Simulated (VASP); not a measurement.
# KCl (Fm-3m) in VASP: a series of runs

Aim: see how the results for KCl move with the level of theory and the settings. Levels: r2SCAN, PBE. Tasks: single point.

Everything below comes from runs of VASP 6.6.1. Logs are shortened: lines on timing, memory, paths and dates and some standing lists are left out, and cuts for length are marked.

## 1. The cell of the first run

The structure is cubic, space group Fm-3m (No. 225). Conventional cell: a = 6.290 Å, b = 6.290 Å, c = 6.290 Å, α = 90.00°, β = 90.00°, γ = 90.00°. Within 4.1 Å of K (site symmetry m-3m) lie 6 Cl at 3.14 Å. Within 4.1 Å of Cl (site symmetry m-3m) lie 6 K at 3.14 Å.

## 2. Single point, r2SCAN

POSCAR

```
KCl
1.0
    0.0000000000      3.1448483099      3.1448483099
    3.1448483099      0.0000000000      3.1448483099
    3.1448483099      3.1448483099      0.0000000000
K Cl
1 1
Direct
    0.0000000000      0.0000000000      0.0000000000
    0.5000000000      0.5000000000      0.5000000000
```

INCAR.step1

```
PREC = Accurate ; ENCUT = 520
ISMEAR = -1 ; SIGMA = 0.02
LREAL = F ; LASPH = T
NELM = 100 ; NBANDS = 15
GGA = PE ; ALGO = Normal
EDIFF = 1E-4 ; LWAVE = T
LCHARG = F
```

INCAR.step2

```
PREC = Accurate ; ENCUT = 520
EDIFF = 1E-6 ; ISMEAR = -1
SIGMA = 0.02 ; LREAL = F
LASPH = T ; NELM = 100
ALGO = Normal ; ISIF = 2
LWAVE = F ; LCHARG = T
METAGGA = R2SCAN ; LMIXTAU = T
LELF = T ; LVHAR = T
NBANDS = 15 ; ISTART = 1
```

KPOINTS

```
regular mesh
0
Gamma
  6 6 6
```

Potentials or basis: VASP PAW PBE potentials, release 64 (K_sv, Cl).

Run with:

```console
cat potpaw_PBE.64/K_sv/POTCAR potpaw_PBE.64/Cl/POTCAR > POTCAR
cp INCAR.step1 INCAR
mpirun -np 1 vasp_std > vasp.out
cp INCAR.step2 INCAR
mpirun -np 1 vasp_std > vasp.out
```

OUTCAR:

```text
PREC = Accurate
   ENCUT = 520
   EDIFF = 1E-6
   ISMEAR = -1
   LREAL = F
   LASPH = T
   NELM = 100
   ISIF = 2
   METAGGA = R2SCAN
   ISTART = 1

 ion  position               nearest neighbor table
   1  0.000  0.000  0.000-   2 3.14   2 3.14   2 3.14   2 3.14   2 3.14   2 3.14
   2  0.500  0.500  0.500-   1 3.14   1 3.14   1 3.14   1 3.14   1 3.14   1 3.14

  LATTYP: Found a face centered cubic cell.
 ALAT       =     6.2896966198

  Lattice vectors:

 A1 = (   0.0000000000,   3.1448483099,   3.1448483099)
 A2 = (   3.1448483099,   0.0000000000,   3.1448483099)
 A3 = (   3.1448483099,   3.1448483099,   0.0000000000)

Analysis of symmetry for initial positions (statically):
=====================================================================
 Subroutine PRICEL returns:
 Original cell was already a primitive cell.

 Routine SETGRP: Setting up the symmetry group for a
 face centered cubic supercell.

 Subroutine GETGRP returns: Found 48 space group operations
 (whereof 48 operations were pure point group operations)
 out of a pool of 48 trial point group operations.

The static configuration has the point symmetry O_h .

Analysis of symmetry for dynamics (positions and initial velocities):
=====================================================================
 Subroutine PRICEL returns:
 Original cell was already a primitive cell.

 Routine SETGRP: Setting up the symmetry group for a
 face centered cubic supercell.

 Subroutine GETGRP returns: Found 48 space group operations
 (whereof 48 operations were pure point group operations)
 out of a pool of 48 trial point group operations.

The dynamic configuration has the point symmetry O_h .

 Subroutine INISYM returns: Found 48 space group operations
 (whereof 48 operations are pure point group operations),
 and found     1 'primitive' translations

----------------------------------------------------------------------------------------

                                     Primitive cell

  volume of cell :      62.2055

  direct lattice vectors                    reciprocal lattice vectors
     0.000000000  3.144848310  3.144848310    -0.158990180  0.158990180  0.158990180
     3.144848310  0.000000000  3.144848310     0.158990180 -0.158990180  0.158990180
     3.144848310  3.144848310  0.000000000     0.158990180  0.158990180 -0.158990180

  length of vectors
     4.447487131  4.447487131  4.447487131     0.275379070  0.275379070  0.275379070

  position of ions in fractional coordinates (direct lattice)
     0.000000000  0.000000000  0.000000000
     0.500000000  0.500000000  0.500000000

  ion indices of the primitive-cell ions
   primitive index   ion index
                 1           1
                 2           2

----------------------------------------------------------------------------------------

 KPOINTS: regular mesh

Automatic generation of k-mesh.
 Grid dimensions read from file:
 generate k-points for:    6    6    6

 Generating k-lattice:

  Cartesian coordinates                     Fractional coordinates (reciprocal lattice)
    -0.026498363  0.026498363  0.026498363     0.166666667  0.000000000  0.000000000
     0.026498363 -0.026498363  0.026498363     0.000000000  0.166666667  0.000000000
     0.026498363  0.026498363 -0.026498363     0.000000000  0.000000000  0.166666667

  Length of vectors
     0.045896512  0.045896512  0.045896512

  Shift w.r.t. Gamma in fractional coordinates (k-lattice)
     0.000000000  0.000000000  0.000000000

 Subroutine IBZKPT returns following result:
 ===========================================

 Found     16 irreducible k-points:

 Following reciprocal coordinates:
            Coordinates               Weight
  0.000000  0.000000  0.000000      1.000000
  0.166667  0.000000  0.000000      8.000000
  0.333333  0.000000  0.000000      8.000000
  0.500000  0.000000  0.000000      4.000000
  0.166667  0.166667  0.000000      6.000000
  0.333333  0.166667  0.000000     24.000000
[... 8 lines left out ...]
 -0.333333  0.333333  0.166667     24.000000
 -0.333333  0.500000  0.166667     12.000000
   k-points           NKPTS =     16   k-points in BZ     NKDIM =     16   number of bands    NBANDS=     15
   number of dos      NEDOS =    301   number of ions     NIONS =      2
   total plane-waves  NPLWV =  46656
   dimension x,y,z NGX =    36 NGY =   36 NGZ =   36
   dimension x,y,z NGXF=    72 NGYF=   72 NGZF=   72
   ions per type =               1   1
   NGX,Y,Z   is equivalent  to a cutoff of  13.46, 13.46, 13.46 a.u.
   NGXF,Y,Z  is equivalent  to a cutoff of  26.91, 26.91, 26.91 a.u.
 SYSTEM =  unknown system
   PREC   = accura    normal or accurate (medium, high low for compatibility)
   ISTART =      1    job   : 0-new  1-cont  2-samecut
   ICHARG =      0    charge: 1-file 2-atom 10-const
   ISPIN  =      1    spin polarized calculation?
   LNONCOLLINEAR =      F non collinear calculations
   LSORBIT =      F    spin-orbit coupling
   LASPH  =      T    aspherical Exc in radial PAW
   ENCUT  =  520.0 eV  38.22 Ry    6.18 a.u.   8.27  8.27  8.27*2*pi/ulx,y,z
   NELM   =    100;   NELMIN=  2; NELMDL=  0     # of ELM steps
   EDIFF  = 0.1E-05   stopping-criterion for ELM
   LREAL  =      F    real-space projection
   EDIFFG = 0.1E-04   stopping-criterion for IOM
   NSW    =      0    number of steps for IOM
   IBRION =     -1    ionic relax: 0-MD 1-quasi-New 2-CG
   NFREE  =      0    steps in history (QN), initial steepest desc. (CG)
   ISIF   =      2    stress and relaxation
   ISYM   =      2    0-nonsym 1-usesym 2-fastsym
   POTIM  = 0.5000    time-step for ionic-motion
   TEBEG  =    0.0;   TEEND  =   0.0 temperature during run
   PSTRESS=    0.0 pullay stress
   NELECT =      16.0000    total number of electrons
   NUPDOWN=      -1.0000    fix difference up-down
   EMIN   =  10.00;   EMAX   =-10.00  energy-range for DOS
   EFERMI =   0.00;   METHOD = LEGACY
   ISMEAR =    -1;   SIGMA  =   0.02  broadening in eV -4-tet -1-fermi 0-gaus
   EFERMI_NEDOS =   21; number of points for ismear=-14 and -15
   IALGO  =     38    algorithm
   IMIX   =      4    mixing-type and parameters
     AMIX     =   0.40;   BMIX     =  1.00
     AMIX_MAG =   1.60;   BMIX_MAG =  1.00
  volume/ion in A,a.u.               =      31.10       209.89
  Fermi-wavevector in a.u.,A,eV,Ry     =   1.041130  1.967451 14.748069  1.083952
  Thomas-Fermi vector in A             =   2.175737
   LORBIT       =      0    0 simple, 1 ext, 2 COOP (PROOUT), +10 PAW based schemes
   METAGGA = R2SCAN    functional components
   LHFCALC =     F    Hartree Fock is set to
   AEXX    =    0.0000 exact exchange contribution
   IVDW    =     0    specifies the selected vdW correction
   LEPSILON=     F    determine dielectric tensor
   LRPA    =     F    only Hartree local field effects (RPA)
 non-spin polarized calculation
  energy-cutoff  :      520.00
  volume of cell :       62.21
 maximum number of plane-waves:      1694
 NGX is ok and might be reduce to    36
   NGX = 17   NGY = 17   NGZ = 17

 number of electron      16.0000001 magnetization

 Free energy of the ion-electron system (eV)
  ---------------------------------------------------
  ext. energy  EPLUGINS =         0.00000000
  ---------------------------------------------------
  free energy    TOTEN  =       -16.50648773 eV

  energy without entropy =      -16.50648773  energy(sigma->0) =      -16.50648773

 E-fermi :  -1.7711     XC(G=0):  -7.9603

 val. band max:       -2.2580824994   @ k =   0.0000   0.0000   0.0000
 cond. band min:       3.5771011495   @ k =   0.0000   0.0000   0.0000
 fundamental gap:      5.8351836489
 Fermi energy:        -1.7711492992

 k-point     1 :       0.0000    0.0000    0.0000
  band No.  band energies     occupation
      1     -30.5230      2.00000
      2     -14.9299      2.00000
      3     -13.2143      2.00000
      4     -13.2143      2.00000
      5     -13.2143      2.00000
      6      -2.2581      2.00000
      7      -2.2581      2.00000
      8      -2.2581      2.00000
      9       3.5771      0.00000
     10       6.7765      0.00000
     11       6.7765      0.00000
     12       6.7765      0.00000
     13       7.8204      0.00000
     14       7.8204      0.00000
     15      11.1186      0.00000

 k-point     2 :       0.1667    0.0000    0.0000
  band No.  band energies     occupation
      1     -30.5203      2.00000
      2     -14.9739      2.00000
      3     -13.2164      2.00000
      4     -13.2164      2.00000
      5     -13.1556      2.00000
      6      -2.5652      2.00000
      7      -2.3427      2.00000
      8      -2.3427      2.00000
      9       4.2124      0.00000
     10       6.5571      0.00000
     11       7.1363      0.00000
     12       7.1363      0.00000
     13       8.2060      0.00000
     14       8.2060      0.00000
     15      12.1480      0.00000

 k-point     3 :       0.3333    0.0000    0.0000
  band No.  band energies     occupation
      1     -30.5151      2.00000
      2     -15.0545      2.00000
      3     -13.2205      2.00000
      4     -13.2205      2.00000
      5     -13.0447      2.00000
      6      -3.0810      2.00000
      7      -2.5036      2.00000
      8      -2.5036      2.00000
      9       5.4106      0.00000
     10       6.6137      0.00000
     11       8.1175      0.00000
     12       8.1175      0.00000
     13       9.1806      0.00000
     14       9.1806      0.00000
     15      11.5080      0.00000
[... 199 lines left out ...]
 k-point    15 :      -0.3333    0.3333    0.1667
  band No.  band energies     occupation
      1     -30.5102      2.00000
      2     -14.9627      2.00000
      3     -13.2894      2.00000
      4     -13.2719      2.00000
      5     -13.1108      2.00000
      6      -2.9693      2.00000
      7      -2.7008      2.00000
      8      -2.6125      2.00000
      9       6.2545      0.00000
     10       6.5079      0.00000
     11       8.4146      0.00000
     12       8.6088      0.00000
     13       9.7540      0.00000
     14      10.4657      0.00000
     15      10.5367      0.00000

 k-point    16 :      -0.3333    0.5000    0.1667
  band No.  band energies     occupation
      1     -30.5094      2.00000
      2     -14.8935      2.00000
      3     -13.3326      2.00000
      4     -13.2902      2.00000
      5     -13.1661      2.00000
      6      -2.8393      2.00000
      7      -2.6777      2.00000
      8      -2.6213      2.00000
      9       5.5223      0.00000
     10       7.2603      0.00000
     11       7.7186      0.00000
     12       8.8238      0.00000
     13       9.5962      0.00000
     14      10.2765      0.00000
     15      10.8717      0.00000

------------------------ aborting loop because EDIFF is reached ----------------------------------------

  FORCE on cell =-STRESS in cart. coord.  units (eV):
  Direction    XX          YY          ZZ          XY          YZ          ZX
  --------------------------------------------------------------------------------------
  -------------------------------------------------------------------------------------
  Total        0.0011202      0.0011202      0.0011202      0.0000000      0.0000000      0.0000000
  in kB        0.0288525      0.0288525      0.0288525      0.0000000      0.0000000      0.0000000
  external PRESSURE =       0.0288525 kB  Pullay stress =       0.0000000 kB

 VOLUME and BASIS-vectors are now :
 -----------------------------------------------------------------------------
  energy-cutoff  :      520.00
  volume of cell :       62.21
      direct lattice vectors                 reciprocal lattice vectors
     0.000000000  3.144848310  3.144848310    -0.158990180  0.158990180  0.158990180
     3.144848310  0.000000000  3.144848310     0.158990180 -0.158990180  0.158990180
     3.144848310  3.144848310  0.000000000     0.158990180  0.158990180 -0.158990180

 POSITION                                       TOTAL-FORCE (eV/Angst)
 -----------------------------------------------------------------------------------
      0.00000      0.00000      0.00000        -0.000000     -0.000000     -0.000000
      3.14485      3.14485      3.14485         0.000000      0.000000      0.000000
 -----------------------------------------------------------------------------------
    total drift:                                0.000000      0.000000      0.000000

  FREE ENERGIE OF THE ION-ELECTRON SYSTEM (eV)
  ---------------------------------------------------
  free  energy   TOTEN  =       -16.5064877301 eV

  energy  without entropy=      -16.5064877301  energy(sigma->0) =      -16.50648773
```

It took 70 s on 1 thread of Intel Xeon Platinum 8175M at 2.50GHz (Skylake/Cascade Lake), shared host; peak memory 0.21 GiB.

Results:

```
Free energy            : -16.5065 eV
Pressure               : 0.0 GPa
Band gap on the k mesh : 5.84 eV, direct
```

Caveat: the PAW data sets were made with another functional, which shifts forces and pressure a little. r2SCAN opens gaps a little over a GGA but as a rule still falls short of measured ones.

## 3. Single point, PBE

INCAR

```
SYSTEM = KCl
PREC = Accurate
ENCUT = 520
EDIFF = 1E-6
ISMEAR = -1
SIGMA = 0.02
LREAL = .FALSE.
LASPH = .TRUE.
NELM = 80
ALGO = Normal
ISIF = 2
LWAVE = .FALSE.
LCHARG = .FALSE.
GGA = PE
NBANDS = 15
```

KPOINTS

```
regular mesh
0
G
  8 8 8
  0 0 0
```

POSCAR is that of step 2.

Potentials or basis: VASP PAW PBE potentials, release 64 (K_sv, Cl).

Run with:

```console
cat potpaw_PBE.64/K_sv/POTCAR potpaw_PBE.64/Cl/POTCAR > POTCAR
mpirun -np 1 vasp_std > vasp.out
```

It took 26 s on 1 thread of Intel Xeon Platinum 8175M at 2.50GHz (Skylake/Cascade Lake), shared host; peak memory 0.21 GiB.

It converged, with:

- Free energy: -6.8034 eV
- Pressure: 0.8 GPa
- Band gap on the k mesh: 5.19 eV, direct

Levels at points of the mesh, in eV from the valence-band top:
```
           k point  band 5  band 6  band 7  band 8  band 9  band 10  band 11  band 12
(0.00, 0.00, 0.00)  -10.66    0.00    0.00    0.00    5.19     8.38     8.38     8.38
(0.50, 0.00, 0.00)  -10.41   -1.06   -0.33   -0.33    7.60     8.61    10.53    10.53
(0.50, 0.50, 0.00)  -10.71   -0.66   -0.22   -0.22    6.53     8.36    10.08    10.24
```

A k mesh can miss the band edges.

(Part 1 of 2 ends here.)
